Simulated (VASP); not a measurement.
# Si2Ni (Fm-3m) in VASP: notebook

The runs below take Si2Ni through single point, with PBEsol.

Program: VASP 6.6.1. These are calculated values, not measurements. Logs are shortened: lines on timing, memory, paths and dates and some standing lists are left out, and cuts for length are marked.

### 1 The cell of the first run

Symmetry: Fm-3m, No. 225, cubic system. The conventional cell has a = 5.380 Å, b = 5.380 Å, c = 5.380 Å, α = 90.00°, β = 90.00°, γ = 90.00°. Within 3.1 Å of Si (site symmetry -43m) lie 4 Ni at 2.33 Å and 6 Si at 2.69 Å. Ni (site symmetry m-3m) has 8 Si at 2.33 Å within 3.1 Å.

### 2 Single point, PBEsol

Contents of INCAR:

```
PREC = Accurate
ENCUT = 520
EDIFF = 1E-7
ISMEAR = 0
SIGMA = 0.1
LREAL = False
LASPH = True
NELM = 60
ALGO = Normal
ISIF = 2
LWAVE = False
LCHARG = False
GGA = PS
NBANDS = 16
```

Contents of KPOINTS:

```
Automatic mesh
0
Gamma
  14 14 14
```

Contents of POSCAR:

```
Si2Ni
1.0
    0.0000000000      2.6901118414      2.6901118414
    2.6901118414      0.0000000000      2.6901118414
    2.6901118414      2.6901118414      0.0000000000
Si Ni
2 1
Direct
    0.2500000000      0.2500000000      0.2500000000
    0.7500000000      0.7500000000      0.7500000000
    0.0000000000      0.0000000000      0.0000000000
```

Potentials or basis: VASP PAW PBE potentials, release 64 (Si, Ni).

Started as:

```sh
$ cat potpaw_PBE.64/Si/POTCAR potpaw_PBE.64/Ni/POTCAR > POTCAR
$ mpirun -np 1 vasp_std > vasp.out
```

OUTCAR:

```text
PREC = Accurate
   ENCUT = 520
   EDIFF = 1E-7
   ISMEAR = 0
   LREAL = False
   LASPH = True
   NELM = 60
   ISIF = 2
   GGA = PS

 ion  position               nearest neighbor table
   1  0.250  0.250  0.250-   3 2.33   3 2.33   3 2.33   3 2.33   2 2.69   2 2.69   2 2.69   2 2.69
                             2 2.69   2 2.69
   2  0.750  0.750  0.750-   3 2.33   3 2.33   3 2.33   3 2.33   1 2.69   1 2.69   1 2.69   1 2.69
                             1 2.69   1 2.69
   3  0.000  0.000  0.000-   2 2.33   2 2.33   2 2.33   1 2.33   2 2.33   1 2.33   1 2.33   1 2.33

  LATTYP: Found a face centered cubic cell.
 ALAT       =     5.3802236828

  Lattice vectors:

 A1 = (   0.0000000000,   2.6901118414,   2.6901118414)
 A2 = (   2.6901118414,   0.0000000000,   2.6901118414)
 A3 = (   2.6901118414,   2.6901118414,   0.0000000000)

Analysis of symmetry for initial positions (statically):
=====================================================================
 Subroutine PRICEL returns:
 Original cell was already a primitive cell.

 Routine SETGRP: Setting up the symmetry group for a
 face centered cubic supercell.

 Subroutine GETGRP returns: Found 48 space group operations
 (whereof 48 operations were pure point group operations)
 out of a pool of 48 trial point group operations.

The static configuration has the point symmetry O_h .

Analysis of symmetry for dynamics (positions and initial velocities):
=====================================================================
 Subroutine PRICEL returns:
 Original cell was already a primitive cell.

 Routine SETGRP: Setting up the symmetry group for a
 face centered cubic supercell.

 Subroutine GETGRP returns: Found 48 space group operations
 (whereof 48 operations were pure point group operations)
 out of a pool of 48 trial point group operations.

The dynamic configuration has the point symmetry O_h .

 Subroutine INISYM returns: Found 48 space group operations
 (whereof 48 operations are pure point group operations),
 and found     1 'primitive' translations

----------------------------------------------------------------------------------------

                                     Primitive cell

  volume of cell :      38.9351

  direct lattice vectors                    reciprocal lattice vectors
     0.000000000  2.690111841  2.690111841    -0.185865878  0.185865878  0.185865878
     2.690111841  0.000000000  2.690111841     0.185865878 -0.185865878  0.185865878
     2.690111841  2.690111841  0.000000000     0.185865878  0.185865878 -0.185865878

  length of vectors
     3.804392650  3.804392650  3.804392650     0.321929145  0.321929145  0.321929145

  position of ions in fractional coordinates (direct lattice)
     0.250000000  0.250000000  0.250000000
     0.750000000  0.750000000  0.750000000
     0.000000000  0.000000000  0.000000000

  ion indices of the primitive-cell ions
   primitive index   ion index
                 1           1
                 2           2
                 3           3

----------------------------------------------------------------------------------------

 KPOINTS: Automatic mesh

Automatic generation of k-mesh.
 Grid dimensions read from file:
 generate k-points for:   14   14   14

 Generating k-lattice:

  Cartesian coordinates                     Fractional coordinates (reciprocal lattice)
    -0.013276134  0.013276134  0.013276134     0.071428571  0.000000000  0.000000000
     0.013276134 -0.013276134  0.013276134     0.000000000  0.071428571  0.000000000
     0.013276134  0.013276134 -0.013276134     0.000000000  0.000000000  0.071428571

  Length of vectors
     0.022994939  0.022994939  0.022994939

  Shift w.r.t. Gamma in fractional coordinates (k-lattice)
     0.000000000  0.000000000  0.000000000

 Subroutine IBZKPT returns following result:
 ===========================================

 Found    104 irreducible k-points:

 Following reciprocal coordinates:
            Coordinates               Weight
  0.000000  0.000000  0.000000      1.000000
  0.071429  0.000000  0.000000      8.000000
  0.142857  0.000000  0.000000      8.000000
  0.214286  0.000000  0.000000      8.000000
  0.285714  0.000000  0.000000      8.000000
  0.357143  0.000000  0.000000      8.000000
[... 16 lines left out ...]
  0.214286  0.142857  0.000000     24.000000
  0.285714  0.142857  0.000000     24.000000
 [... further k-points ...]
   k-points           NKPTS =    104   k-points in BZ     NKDIM =    104   number of bands    NBANDS=     16
   number of dos      NEDOS =    301   number of ions     NIONS =      3
   total plane-waves  NPLWV =  21952
   dimension x,y,z NGX =    28 NGY =   28 NGZ =   28
   dimension x,y,z NGXF=    56 NGYF=   56 NGZF=   56
   ions per type =               2   1
   NGX,Y,Z   is equivalent  to a cutoff of  12.24, 12.24, 12.24 a.u.
   NGXF,Y,Z  is equivalent  to a cutoff of  24.47, 24.47, 24.47 a.u.
 SYSTEM =  unknown system
   PREC   = accura    normal or accurate (medium, high low for compatibility)
   ISTART =      0    job   : 0-new  1-cont  2-samecut
   ICHARG =      2    charge: 1-file 2-atom 10-const
   ISPIN  =      1    spin polarized calculation?
   LNONCOLLINEAR =      F non collinear calculations
   LSORBIT =      F    spin-orbit coupling
   LASPH  =      T    aspherical Exc in radial PAW
   ENCUT  =  520.0 eV  38.22 Ry    6.18 a.u.   7.07  7.07  7.07*2*pi/ulx,y,z
   NELM   =     60;   NELMIN=  2; NELMDL= -5     # of ELM steps
   EDIFF  = 0.1E-06   stopping-criterion for ELM
   LREAL  =      F    real-space projection
   EDIFFG = 0.1E-05   stopping-criterion for IOM
   NSW    =      0    number of steps for IOM
   IBRION =     -1    ionic relax: 0-MD 1-quasi-New 2-CG
   NFREE  =      0    steps in history (QN), initial steepest desc. (CG)
   ISIF   =      2    stress and relaxation
   ISYM   =      2    0-nonsym 1-usesym 2-fastsym
   POTIM  = 0.5000    time-step for ionic-motion
   TEBEG  =    0.0;   TEEND  =   0.0 temperature during run
   PSTRESS=    0.0 pullay stress
   NELECT =      18.0000    total number of electrons
   NUPDOWN=      -1.0000    fix difference up-down
   EMIN   =  10.00;   EMAX   =-10.00  energy-range for DOS
   EFERMI =   0.00;   METHOD = LEGACY
   ISMEAR =     0;   SIGMA  =   0.10  broadening in eV -4-tet -1-fermi 0-gaus
   EFERMI_NEDOS =   21; number of points for ismear=-14 and -15
   IALGO  =     38    algorithm
   IMIX   =      4    mixing-type and parameters
     AMIX     =   0.40;   BMIX     =  1.00
     AMIX_MAG =   1.60;   BMIX_MAG =  1.00
  volume/ion in A,a.u.               =      12.98        87.58
  Fermi-wavevector in a.u.,A,eV,Ry     =   1.265859  2.392127 21.801962  1.602399
  Thomas-Fermi vector in A             =   2.399090
   LORBIT       =      0    0 simple, 1 ext, 2 COOP (PROOUT), +10 PAW based schemes
   GGA     = PS    functional components
   LHFCALC =     F    Hartree Fock is set to
   AEXX    =    0.0000 exact exchange contribution
   IVDW    =     0    specifies the selected vdW correction
   LEPSILON=     F    determine dielectric tensor
   LRPA    =     F    only Hartree local field effects (RPA)
 non-spin polarized calculation
 Gauss-broadening in eV      SIGMA  =   0.10
  energy-cutoff  :      520.00
  volume of cell :       38.94
 maximum number of plane-waves:      1067
   NGX = 15   NGY = 15   NGZ = 15

 number of electron      17.9999993 magnetization

 Free energy of the ion-electron system (eV)
  ---------------------------------------------------
  ext. energy  EPLUGINS =         0.00000000
  ---------------------------------------------------
  free energy    TOTEN  =       -18.98270555 eV

  energy without entropy =      -18.97831301  energy(sigma->0) =      -18.98050928

 E-fermi :  10.6274     XC(G=0): -11.7638

 val. band max:       10.5642755129   @ k =   0.4286   0.2857   0.0000
 cond. band min:      10.6413057094   @ k =  -0.2143   0.1429   0.0000
 fundamental gap:      0.0770301965
 Fermi energy:        10.6273617403

 k-point     1 :       0.0000    0.0000    0.0000
  band No.  band energies     occupation
      1      -3.4156      2.00000
      2       5.2678      2.00000
      3       5.2678      2.00000
      4       5.2678      2.00000
      5       6.9796      2.00000
      6       6.9796      2.00000
[... 8 lines left out ...]
     15      15.3156      0.00000
     16      15.3156      0.00000

 k-point     2 :       0.0714    0.0000    0.0000
  band No.  band energies     occupation
      1      -3.3390      2.00000
      2       5.1172      2.00000
      3       5.2923      2.00000
      4       5.2923      2.00000
      5       6.9646      2.00000
      6       6.9646      2.00000
[... 8 lines left out ...]
     15      14.9917      0.00000
     16      15.1686      0.00000

 k-point     3 :       0.1429    0.0000    0.0000
  band No.  band energies     occupation
      1      -3.1101      2.00000
      2       4.6855      2.00000
      3       5.3611      2.00000
      4       5.3611      2.00000
      5       6.9292      2.00000
      6       6.9292      2.00000
[... 8 lines left out ...]
     15      14.8146      0.00000
     16      15.1965      0.00000

 k-point     4 :       0.2143    0.0000    0.0000
  band No.  band energies     occupation
      1      -2.7318      2.00000
      2       4.0128      2.00000
      3       5.4592      2.00000
      4       5.4592      2.00000
      5       6.8996      2.00000
      6       6.8996      2.00000
[... 8 lines left out ...]
     15      15.5151      0.00000
     16      16.2381      0.00000
[... 324 lines left out ...]
 k-point    22 :       0.1429    0.1429    0.0000
  band No.  band energies     occupation
      1      -3.0083      2.00000
      2       4.7454      2.00000
      3       5.3101      2.00000
      4       5.3101      2.00000
      5       6.7128      2.00000
      6       7.0555      2.00000
[... 8 lines left out ...]
     15      15.9769      0.00000
     16      15.9769      0.00000

 k-point    23 :       0.2143    0.1429    0.0000
  band No.  band energies     occupation
      1      -2.7307      2.00000
      2       4.3757      2.00000
      3       5.3547      2.00000
      4       5.3801      2.00000
      5       6.5643      2.00000
      6       7.0843      2.00000
[... 8 lines left out ...]
     15      16.6669      0.00000
     16      16.7729      0.00000

 k-point    24 :       0.2857    0.1429    0.0000
  band No.  band energies     occupation
      1      -2.3064      2.00000
      2       3.7571      2.00000
      3       5.4326      2.00000
      4       5.4741      2.00000
      5       6.4407      2.00000
      6       7.1137      2.00000
[... 8 lines left out ...]
     15      17.6608      0.00000
     16      17.9152      0.00000

 [... further k-points ...]

------------------------ aborting loop because EDIFF is reached ----------------------------------------

  FORCE on cell =-STRESS in cart. coord.  units (eV):
  Direction    XX          YY          ZZ          XY          YZ          ZX
  --------------------------------------------------------------------------------------
  -------------------------------------------------------------------------------------
  Total        0.2774422      0.2774422      0.2774422     -0.0000000      0.0000000     -0.0000000
  in kB       11.4167408     11.4167408     11.4167408     -0.0000000      0.0000000     -0.0000000
  external PRESSURE =      11.4167408 kB  Pullay stress =       0.0000000 kB

 VOLUME and BASIS-vectors are now :
 -----------------------------------------------------------------------------
  energy-cutoff  :      520.00
  volume of cell :       38.94
      direct lattice vectors                 reciprocal lattice vectors
     0.000000000  2.690111841  2.690111841    -0.185865878  0.185865878  0.185865878
     2.690111841  0.000000000  2.690111841     0.185865878 -0.185865878  0.185865878
     2.690111841  2.690111841  0.000000000     0.185865878  0.185865878 -0.185865878

 POSITION                                       TOTAL-FORCE (eV/Angst)
 -----------------------------------------------------------------------------------
      1.34506      1.34506      1.34506        -0.000000     -0.000000     -0.000000
      4.03517      4.03517      4.03517         0.000000      0.000000      0.000000
      0.00000      0.00000      0.00000         0.000000      0.000000      0.000000
 -----------------------------------------------------------------------------------
    total drift:                               -0.000000     -0.000000      0.000000

  FREE ENERGIE OF THE ION-ELECTRON SYSTEM (eV)
  ---------------------------------------------------
  free  energy   TOTEN  =       -18.9827055522 eV

  energy  without entropy=      -18.9783130101  energy(sigma->0) =      -18.98050928
```

It took 26 s on 1 thread of Intel Xeon 6975P-C (Granite Rapids), shared host; peak memory 0.2 GiB.

Results:

```yaml
Free_energy: -18.9827 eV
Pressure: 1.1 GPa
Band_gap_on_the_k_mesh: zero (bands 9 and 10 overlap by 2.13 eV)
```

Caveat: the PAW data sets were made with another functional, which shifts forces and pressure a little. Spin polarisation is off, so any magnetic state and its effect on volume and gap are missing.

### 3 Single point, PBEsol

This run uses another cell than the first one, of 13.14 Å³/atom.

Contents of INCAR:

```
  PREC = Accurate
  ENCUT = 520
  EDIFF = 1E-6
  ISMEAR = 0
  SIGMA = 0.1
  LREAL = F
  LASPH = T
  NELM = 60
  ALGO = Normal
  ISIF = 2
  LWAVE = F
  LCHARG = F
  GGA = PS
  NBANDS = 16
```

KPOINTS is that of step 2.

Contents of POSCAR:

```
Si2Ni
1.0
    0.0000000000      2.7014506312      2.7014506312
    2.7014506312      0.0000000000      2.7014506312
    2.7014506312      2.7014506312      0.0000000000
Si Ni
2 1
Direct
    0.2500000000      0.2500000000      0.2500000000
    0.7500000000      0.7500000000      0.7500000000
    0.0000000000      0.0000000000      0.0000000000
```

Potentials or basis: VASP PAW PBE potentials, release 64 (Si, Ni).

Started as:

```sh
$ cat potpaw_PBE.64/Si/POTCAR potpaw_PBE.64/Ni/POTCAR > POTCAR
$ mpirun -np 1 vasp_std > vasp.out
```

Wall time 24 s (1 thread of Intel Xeon 6975P-C (Granite Rapids), shared host); peak memory 0.2 GiB.

Results (log left out):

```
Free energy            : -18.9832 eV
Pressure               : -0.9 GPa
Band gap on the k mesh : zero (bands 9 and 10 overlap by 2.13 eV)
```

Levels at points of the mesh, in eV from the Fermi level:
```tsv
k point	band 6	band 7	band 8	band 9	band 10	band 11	band 12	band 13
(0.00, 0.00, 0.00)	-3.57	-0.30	1.68	1.68	1.68	2.21	2.21	2.21
(0.50, 0.00, 0.00)	-3.39	-3.39	-1.49	-1.49	1.71	1.77	1.77	2.58
(0.50, 0.50, 0.00)	-3.67	-3.67	-3.50	-3.16	-0.45	1.30	7.72	8.29
```

Caveat: the PAW data sets were made with another functional, which shifts forces and pressure a little. Spin polarisation is off, so any magnetic state and its effect on volume and gap are missing.
